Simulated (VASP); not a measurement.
Set up this calculation in VASP 6.6.1, as the native input.

```yaml
Task: single point
Functional: r2SCAN
Potentials_or_basis: VASP PAW PBE potentials, release 64 (Rb_sv, Br)
Cutoff: 520 eV
k_mesh: 6 × 6 × 6
Occupations: gaussian, width 0.01 eV
Spin: no spin polarisation
Dipole_correction: no
Further_INCAR_settings: ALGO = Normal; EDIFF = 1e-07; NBANDS = 15
```

The system is RbBr.

```
CELL_PARAMETERS angstrom
4.12425 0.00000 0.00000
0.00000 4.33583 0.00000
0.00000 0.00000 4.12425
ATOMIC_POSITIONS crystal
Rb 0.00000 0.00000 0.00000
Br 0.50000 0.50000 0.50000
```

This cell differs from its parent crystal: uniaxial y strain +5.1%.

The input as run:

POSCAR

```
RbBr
1.0
    4.1242532581      0.0000000000      0.0000000000
    0.0000000000      4.3358274503      0.0000000000
    0.0000000000      0.0000000000      4.1242532581
Rb Br
1 1
Direct
    0.0000000000      0.0000000000      0.0000000000
    0.5000000000      0.5000000000      0.5000000000
```

INCAR.step1

```
  PREC = Accurate
  ENCUT = 520
  ISMEAR = 0
  SIGMA = 0.01
  LREAL = F
  LASPH = T
  NELM = 60
  NBANDS = 15
  GGA = PE
  ALGO = Normal
  EDIFF = 1E-4
  LWAVE = T
  LCHARG = F
```

INCAR.step2

```
  PREC = Accurate
  ENCUT = 520
  EDIFF = 1E-7
  ISMEAR = 0
  SIGMA = 0.01
  LREAL = F
  LASPH = T
  NELM = 60
  ALGO = Normal
  ISIF = 2
  LWAVE = F
  LCHARG = F
  METAGGA = R2SCAN
  LMIXTAU = T
  NBANDS = 15
  ISTART = 1
```

KPOINTS

```
regular mesh
0
Gamma
  6 6 6
```

Potentials or basis: VASP PAW PBE potentials, release 64 (Rb_sv, Br).

Launch:

```sh
$ cat potpaw_PBE.64/Rb_sv/POTCAR potpaw_PBE.64/Br/POTCAR > POTCAR
$ cp INCAR.step1 INCAR
$ mpirun -np 1 vasp_std > vasp.out
$ cp INCAR.step2 INCAR
$ mpirun -np 1 vasp_std > vasp.out
```

It gave:

The pressure is -0.7 GPa and the band gap on the k mesh is 4.55 eV, indirect (least direct gap 4.69 eV).

Caveat: the cell differs from its parent crystal (uniaxial y strain +5.1%); the PAW data sets were made with another functional, which shifts forces and pressure a little.

Wall time 43 s on 1 thread of Intel(R) Xeon(R) 6975P-C (Granite Rapids) (shared host), peak memory 0.2 GiB.
